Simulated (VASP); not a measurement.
# C (R-3m) in VASP: further runs

The runs below take C through single point, with PBEsol.

Everything below comes from runs of VASP 6.6.1. Logs are shortened: lines on timing, memory, paths and dates and some standing lists are left out, and cuts for length are marked.

### Step 1. The cell of the first run

The structure is trigonal, space group R-3m (No. 166). The conventional cell has a = 2.456 Å, b = 2.456 Å, c = 10.041 Å, α = 90.00°, β = 90.00°, γ = 120.00°. C (site symmetry 3m) has 3 C at 1.42 Å within 1.9 Å.

### Step 2. Single point, PBEsol

INCAR

```
ALGO = Normal
EDIFF = 1E-7
ENCUT = 520
GGA = PS
ISIF = 2
ISMEAR = 1
LASPH = T
LCHARG = T
LELF = T
LREAL = F
LVHAR = T
LWAVE = F
NBANDS = 11
NELM = 80
PREC = Accurate
SIGMA = 0.05
```

KPOINTS

```
k-points
0
Gamma
  14 14 14
```

POSCAR

```
C
1.0
    1.2280287100      0.7090027100      3.3470114500
   -1.2280287100      0.7090027100      3.3470114500
    0.0000000000     -1.4180054100      3.3470114500
C
2
Direct
    0.8360000000      0.8360000000      0.8360000000
    0.1640000000      0.1640000000      0.1640000000
```

Potentials or basis: VASP PAW PBE potentials, release 64 (C).

Launch:

```sh
$ cat potpaw_PBE.64/C/POTCAR > POTCAR
$ mpirun -np 1 vasp_std > vasp.out
```

OUTCAR:

```text
EDIFF = 1E-7
   ENCUT = 520
   GGA = PS
   ISIF = 2
   ISMEAR = 1
   LASPH = T
   LREAL = F
   NELM = 80
   PREC = Accurate

 ion  position               nearest neighbor table
   1  0.836  0.836  0.836-   2 1.42   2 1.42   2 1.42
   2  0.164  0.164  0.164-   1 1.42   1 1.42   1 1.42

  LATTYP: Found a trigonal (rhomboedric) cell.
 ALAT       =     3.6350000002
 COS(alpha) =     0.7717355885

  Lattice vectors:

 A1 = (   1.2280287100,   0.7090027100,   3.3470114500)
 A2 = (  -1.2280287100,   0.7090027100,   3.3470114500)
 A3 = (   0.0000000000,  -1.4180054100,   3.3470114500)

Analysis of symmetry for initial positions (statically):
=====================================================================
 Subroutine PRICEL returns:
 Original cell was already a primitive cell.

 Routine SETGRP: Setting up the symmetry group for a
 trigonal (rhombohedral) supercell.

 Subroutine GETGRP returns: Found 12 space group operations
 (whereof 12 operations were pure point group operations)
 out of a pool of 12 trial point group operations.

The static configuration has the point symmetry D_3d.

Analysis of symmetry for dynamics (positions and initial velocities):
=====================================================================
 Subroutine PRICEL returns:
 Original cell was already a primitive cell.

 Routine SETGRP: Setting up the symmetry group for a
 trigonal (rhombohedral) supercell.

 Subroutine GETGRP returns: Found 12 space group operations
 (whereof 12 operations were pure point group operations)
 out of a pool of 12 trial point group operations.

The dynamic configuration has the point symmetry D_3d.

 Subroutine INISYM returns: Found 12 space group operations
 (whereof 12 operations are pure point group operations),
 and found     1 'primitive' translations

----------------------------------------------------------------------------------------

                                     Primitive cell

  volume of cell :      17.4850

  direct lattice vectors                    reciprocal lattice vectors
     1.228028710  0.709002710  3.347011450     0.407156605  0.235071975  0.099591333
    -1.228028710  0.709002710  3.347011450    -0.407156605  0.235071975  0.099591333
     0.000000000 -1.418005410  3.347011450     0.000000000 -0.470143950  0.099591334

  length of vectors
     3.635000000  3.635000000  3.634999999     0.480576495  0.480576495  0.480576495

  position of ions in fractional coordinates (direct lattice)
     0.836000000  0.836000000  0.836000000
     0.164000000  0.164000000  0.164000000

  ion indices of the primitive-cell ions
   primitive index   ion index
                 1           1
                 2           2

----------------------------------------------------------------------------------------

 KPOINTS: k-points

Automatic generation of k-mesh.
 Grid dimensions read from file:
 generate k-points for:   14   14   14

 Generating k-lattice:

  Cartesian coordinates                     Fractional coordinates (reciprocal lattice)
     0.029082615  0.016790855  0.007113667     0.071428571  0.000000000 -0.000000000
    -0.029082615  0.016790855  0.007113667     0.000000000  0.071428571 -0.000000000
     0.000000000 -0.033581711  0.007113667    -0.000000000 -0.000000000  0.071428571

  Length of vectors
     0.034326893  0.034326893  0.034326893

  Shift w.r.t. Gamma in fractional coordinates (k-lattice)
     0.000000000  0.000000000  0.000000000

 Subroutine IBZKPT returns following result:
 ===========================================

 Found    288 irreducible k-points:

 Following reciprocal coordinates:
            Coordinates               Weight
  0.000000  0.000000  0.000000      1.000000
  0.071429  0.000000  0.000000      6.000000
  0.142857  0.000000  0.000000      6.000000
  0.214286  0.000000  0.000000      6.000000
  0.285714  0.000000  0.000000      6.000000
  0.357143  0.000000  0.000000      6.000000
[... 16 lines left out ...]
  0.214286  0.142857  0.000000     12.000000
  0.285714  0.142857  0.000000     12.000000
 [... further k-points ...]
   k-points           NKPTS =    288   k-points in BZ     NKDIM =    288   number of bands    NBANDS=     11
   number of dos      NEDOS =    301   number of ions     NIONS =      2
   total plane-waves  NPLWV =  21952
   dimension x,y,z NGX =    28 NGY =   28 NGZ =   28
   dimension x,y,z NGXF=    56 NGYF=   56 NGZF=   56
   ions per type =               2
   NGX,Y,Z   is equivalent  to a cutoff of  12.81, 12.81, 12.81 a.u.
   NGXF,Y,Z  is equivalent  to a cutoff of  25.61, 25.61, 25.61 a.u.
 SYSTEM =  unknown system
   PREC   = accura    normal or accurate (medium, high low for compatibility)
   ISTART =      0    job   : 0-new  1-cont  2-samecut
   ICHARG =      2    charge: 1-file 2-atom 10-const
   ISPIN  =      1    spin polarized calculation?
   LNONCOLLINEAR =      F non collinear calculations
   LSORBIT =      F    spin-orbit coupling
   LASPH  =      T    aspherical Exc in radial PAW
   ENCUT  =  520.0 eV  38.22 Ry    6.18 a.u.   6.76  6.76  6.76*2*pi/ulx,y,z
   NELM   =     80;   NELMIN=  2; NELMDL= -5     # of ELM steps
   EDIFF  = 0.1E-06   stopping-criterion for ELM
   LREAL  =      F    real-space projection
   EDIFFG = 0.1E-05   stopping-criterion for IOM
   NSW    =      0    number of steps for IOM
   IBRION =     -1    ionic relax: 0-MD 1-quasi-New 2-CG
   NFREE  =      0    steps in history (QN), initial steepest desc. (CG)
   ISIF   =      2    stress and relaxation
   ISYM   =      2    0-nonsym 1-usesym 2-fastsym
   POTIM  = 0.5000    time-step for ionic-motion
   TEBEG  =    0.0;   TEEND  =   0.0 temperature during run
   PSTRESS=    0.0 pullay stress
   NELECT =       8.0000    total number of electrons
   NUPDOWN=      -1.0000    fix difference up-down
   EMIN   =  10.00;   EMAX   =-10.00  energy-range for DOS
   EFERMI =   0.00;   METHOD = LEGACY
   ISMEAR =     1;   SIGMA  =   0.05  broadening in eV -4-tet -1-fermi 0-gaus
   EFERMI_NEDOS =   21; number of points for ismear=-14 and -15
   IALGO  =     38    algorithm
   IMIX   =      4    mixing-type and parameters
     AMIX     =   0.40;   BMIX     =  1.00
     AMIX_MAG =   1.60;   BMIX_MAG =  1.00
  volume/ion in A,a.u.               =       8.74        59.00
  Fermi-wavevector in a.u.,A,eV,Ry     =   1.261488  2.383867 21.651666  1.591353
  Thomas-Fermi vector in A             =   2.394945
   LORBIT       =      0    0 simple, 1 ext, 2 COOP (PROOUT), +10 PAW based schemes
   GGA     = PS    functional components
   LHFCALC =     F    Hartree Fock is set to
   AEXX    =    0.0000 exact exchange contribution
   IVDW    =     0    specifies the selected vdW correction
   LEPSILON=     F    determine dielectric tensor
   LRPA    =     F    only Hartree local field effects (RPA)
 non-spin polarized calculation
 Methfessel and Paxton  Order N= 1 SIGMA  =   0.05
  energy-cutoff  :      520.00
  volume of cell :       17.48
 maximum number of plane-waves:       483
   NGX = 13   NGY = 13   NGZ = 13

 number of electron       8.0000000 magnetization

 Free energy of the ion-electron system (eV)
  ---------------------------------------------------
  ext. energy  EPLUGINS =         0.00000000
  ---------------------------------------------------
  free energy    TOTEN  =       -19.26190812 eV

  energy without entropy =      -19.26191468  energy(sigma->0) =      -19.26191031

 E-fermi :   4.5120     XC(G=0): -10.5895

 val. band max:        4.4700354092   @ k =  -0.1429   0.5000   0.1429
 cond. band min:       5.0214073384   @ k =  -0.1429   0.5000   0.1429
 fundamental gap:      0.5513719292
 Fermi energy:         4.5120246606

 k-point     1 :       0.0000    0.0000    0.0000
  band No.  band energies     occupation
      1     -15.0149      2.00000
      2      -1.9251      2.00000
      3       1.7548      2.00000
      4       1.7548      2.00000
      5       8.6425      0.00000
      6      13.1006      0.00000
      7      13.1006      0.00000
      8      16.2367      0.00000
      9      17.6912      0.00000
     10      27.2535      0.00000
     11      30.3838      0.00000

 k-point     2 :       0.0714    0.0000    0.0000
  band No.  band energies     occupation
      1     -14.8904      2.00000
      2      -1.7999      2.00000
      3       1.2680      2.00000
      4       1.4977      2.00000
      5       8.8156      0.00000
      6      13.1626      0.00000
      7      13.6221      0.00000
      8      15.8080      0.00000
      9      17.9034      0.00000
     10      27.6586      0.00000
     11      29.3837      0.00000

 k-point     3 :       0.1429    0.0000    0.0000
  band No.  band energies     occupation
      1     -14.5184      2.00000
      2      -1.4273      2.00000
      3      -0.0076      2.00000
      4       0.8611      2.00000
      5       9.3283      0.00000
      6      13.1850      0.00000
      7      14.6603      0.00000
      8      15.0393      0.00000
      9      18.5738      0.00000
     10      27.1302      0.00000
     11      28.7042      0.00000

 k-point     4 :       0.2143    0.0000    0.0000
  band No.  band energies     occupation
      1     -13.9022      2.00000
      2      -1.7439      2.00000
      3      -0.7962      2.00000
      4       0.0922      2.00000
      5      10.1248      0.00000
      6      12.8670      0.00000
      7      13.2635      0.00000
      8      17.0656      0.00000
      9      19.5809      0.00000
     10      25.0911      0.00000
     11      27.6216      0.00000
[... 239 lines left out ...]
 k-point    22 :       0.1429    0.1429    0.0000
  band No.  band energies     occupation
      1     -14.4997      2.00000
      2      -1.5861      2.00000
      3       0.0095      2.00000
      4       0.8460      2.00000
      5       9.6601      0.00000
      6      13.1466      0.00000
      7      14.6092      0.00000
      8      15.0415      0.00000
      9      18.6115      0.00000
     10      26.7449      0.00000
     11      28.7141      0.00000

 k-point    23 :       0.2143    0.1429    0.0000
  band No.  band energies     occupation
      1     -14.1212      2.00000
      2      -1.2947      2.00000
      3      -0.8988      2.00000
      4       0.1481      2.00000
      5      10.3076      0.00000
      6      13.3140      0.00000
      7      13.7625      0.00000
      8      15.7183      0.00000
      9      19.4899      0.00000
     10      24.9978      0.00000
     11      29.3690      0.00000

 k-point    24 :       0.2857    0.1429    0.0000
  band No.  band energies     occupation
      1     -13.5016      2.00000
      2      -2.1132      2.00000
      3      -0.9382      2.00000
      4      -0.7054      2.00000
      5      11.0891      0.00000
      6      12.3405      0.00000
      7      14.3785      0.00000
      8      16.1054      0.00000
      9      20.8692      0.00000
     10      23.1180      0.00000
     11      28.8908      0.00000

 [... further k-points ...]
[... 5 lines left out ...]
  --------------------------------------------------------------------------------------
  -------------------------------------------------------------------------------------
  Total        0.2557297      0.2557297      0.0927951      0.0000000      0.0000000      0.0000000
  in kB       23.4329417     23.4329418      8.5029760      0.0000000      0.0000000      0.0000000
  external PRESSURE =      18.4562865 kB  Pullay stress =       0.0000000 kB

 VOLUME and BASIS-vectors are now :
 -----------------------------------------------------------------------------
  energy-cutoff  :      520.00
  volume of cell :       17.48
      direct lattice vectors                 reciprocal lattice vectors
     1.228028710  0.709002710  3.347011450     0.407156605  0.235071975  0.099591333
    -1.228028710  0.709002710  3.347011450    -0.407156605  0.235071975  0.099591333
     0.000000000 -1.418005410  3.347011450     0.000000000 -0.470143950  0.099591334

 POSITION                                       TOTAL-FORCE (eV/Angst)
 -----------------------------------------------------------------------------------
      0.00000      0.00000      8.39430         0.000000     -0.000000     -0.870721
      0.00000      0.00000      1.64673         0.000000      0.000000      0.870721
 -----------------------------------------------------------------------------------
    total drift:                                0.000000     -0.000000      0.000000

  FREE ENERGIE OF THE ION-ELECTRON SYSTEM (eV)
  ---------------------------------------------------
  free  energy   TOTEN  =       -19.2619081244 eV

  energy  without entropy=      -19.2619146828  energy(sigma->0) =      -19.26191031
```

It took 84 s on 1 thread of Intel Xeon 6975P-C, shared host; peak memory 0.18 GiB.

What came out:

```yaml
Free_energy: -19.2619 eV
Pressure: 1.8 GPa
Largest_force: 0.871 eV/Å
Band_gap_on_the_k_mesh: 0.55 eV, direct
```

Forces on the atoms (eV/Å):
```
C    0.000  0.000 -0.871
C    0.000  0.000  0.871
```

Levels at points of the mesh, in eV from the valence-band top:
```
           k point  band 2  band 3  band 4  band 5  band 6  band 7
(0.00, 0.00, 0.00)   -6.40   -2.72   -2.72    4.17    8.63    8.63
(0.50, 0.00, 0.00)  -13.10   -6.13   -1.73    2.07    7.92   12.33
(0.50, 0.50, 0.00)  -13.01   -6.19   -2.57    1.56    7.50   13.00
(0.50, 0.50, 0.50)   -8.45   -2.74   -2.74    8.59    8.59   10.59
```

Caveat: the PAW data sets were made with another functional, which shifts forces and pressure a little. A k mesh can miss the band edges.

### Step 3. Single point, PBEsol

This run uses another cell than the first one, of 9.09 Å³/atom, 1.040 times its volume.

INCAR

```
ALGO     = Normal         # electronic algorithm
EDIFF    = 1E-6           # SCF threshold, eV
ENCUT    = 520            # plane-wave cutoff, eV
GGA      = PS             # functional
ISIF     = 2              # what is computed and relaxed
ISMEAR   = 1              # smearing method
LASPH    = True           # aspherical terms in the spheres
LCHARG   = False          # write CHGCAR
LREAL    = False          # projectors in reciprocal space
LWAVE    = False          # write WAVECAR
NBANDS   = 11             # bands
NELM     = 60             # most SCF steps
PREC     = Accurate       # precision mode
SIGMA    = 0.05           # smearing width, eV
```

KPOINTS is that of step 2.

POSCAR

```
C
1.0
    1.2441888357      0.7183327630      3.3910561253
   -1.2441888357      0.7183327630      3.3910561253
    0.0000000000     -1.4366655158      3.3910561253
C
2
Direct
    0.8360000000      0.8360000000      0.8360000000
    0.1640000000      0.1640000000      0.1640000000
```

Potentials or basis: VASP PAW PBE potentials, release 64 (C).

Launch:

```sh
$ cat potpaw_PBE.64/C/POTCAR > POTCAR
$ mpirun -np 1 vasp_std > vasp.out
```

Run time: 70 s. Hardware: 1 thread of Intel Xeon 6975P-C, shared host; peak memory 0.18 GiB.

It converged, with:

- Free energy: -19.2468 eV
- Pressure: -8.7 GPa
- Largest force: 0.888 eV/Å
- Band gap on the k mesh: 0.55 eV, direct

Forces in eV/Å, atoms in the order of the input:
```
C    0.000  0.000 -0.888
C    0.000  0.000  0.888
```

Stress tensor (GPa, compression positive):
```
-13.26   0.00   0.00
  0.00 -13.26   0.00
  0.00   0.00   0.51
```

Levels at points of the mesh, in eV from the valence-band top:
```tsv
k point	band 2	band 3	band 4	band 5	band 6	band 7
(0.00, 0.00, 0.00)	-6.19	-2.73	-2.73	4.22	8.37	8.37
(0.50, 0.00, 0.00)	-12.85	-6.03	-1.68	2.04	7.52	12.13
(0.50, 0.50, 0.00)	-12.76	-6.08	-2.47	1.57	7.14	12.76
(0.50, 0.50, 0.50)	-8.13	-2.75	-2.75	8.34	8.34	10.41
```

Caveat: the PAW data sets were made with another functional, which shifts forces and pressure a little. A k mesh can miss the band edges.

### Step 4. Single point, PBEsol

This run uses another cell than the first one, of 9.44 Å³/atom, 1.080 times its volume.

INCAR

```
PREC = Accurate ; ENCUT = 520
EDIFF = 1E-7 ; ISMEAR = 1
SIGMA = 0.05 ; LREAL = F
LASPH = T ; NELM = 60
ALGO = Normal ; ISIF = 2
LWAVE = F ; LCHARG = T
GGA = PS ; LELF = T
LVHAR = T ; NBANDS = 11
```

KPOINTS

```
regular mesh
0
Gamma
  14 14 14
```

POSCAR

```
C
1.0
    1.2599397336      0.7274265481      3.4339854437
   -1.2599397336      0.7274265481      3.4339854437
    0.0000000000     -1.4548530860      3.4339854437
C
2
Direct
    0.8360000000      0.8360000000      0.8360000000
    0.1640000000      0.1640000000      0.1640000000
```

Launch:

```sh
$ cat potpaw_PBE.64/C/POTCAR > POTCAR
$ mpirun -np 1 vasp_std > vasp.out
```

It took 96 s on 1 thread of Intel Xeon 6975P-C, shared host; peak memory 0.18 GiB.

It converged, with:

- Free energy: -19.1898 eV
- Pressure: -17.4 GPa
- Largest force: 0.899 eV/Å
- Band gap on the k mesh: 0.55 eV, direct

Forces in eV/Å, atoms in the order of the input:
```
C    0.000  0.000 -0.899
C    0.000  0.000  0.899
```

Stress tensor (GPa, compression positive):
```
-26.28   0.00   0.00
  0.00 -26.28   0.00
  0.00   0.00   0.27
```

Levels at points of the mesh, in eV from the valence-band top:
```csv
k point,band 2,band 3,band 4,band 5,band 6,band 7
"(0.00, 0.00, 0.00)",-5.99,-2.74,-2.74,4.27,8.13,8.13
"(0.50, 0.00, 0.00)",-12.61,-5.92,-1.63,2.01,7.14,11.96
"(0.50, 0.50, 0.00)",-12.53,-5.97,-2.38,1.57,6.80,12.53
"(0.50, 0.50, 0.50)",-7.84,-2.76,-2.76,8.10,8.10,10.24
```

Caveat: the PAW data sets were made with another functional, which shifts forces and pressure a little.

### Step 5. Overview

```csv
cell,gap on the mesh (eV),pressure (GPa),largest force (eV/Å)
"a = 3.635 Å, angles 39.5°, 2 atoms",0.55,1.8,0.87
"a = 3.683 Å, angles 39.5°, 2 atoms",0.55,-8.7,0.89
"a = 3.729 Å, angles 39.5°, 2 atoms",0.55,-17.4,0.90
```

Alike in all rows: task single point; level PBEsol; potentials or basis VASP PAW PBE potentials, release 64 (C); no spin polarisation; k mesh 14 × 14 × 14; cutoff (eV) 520; smearing methfessel-paxton 0.05 eV.

Caveats: the PAW data sets were made with another functional, which shifts forces and pressure a little.

Absolute energies hang on the potentials; compare differences alone.
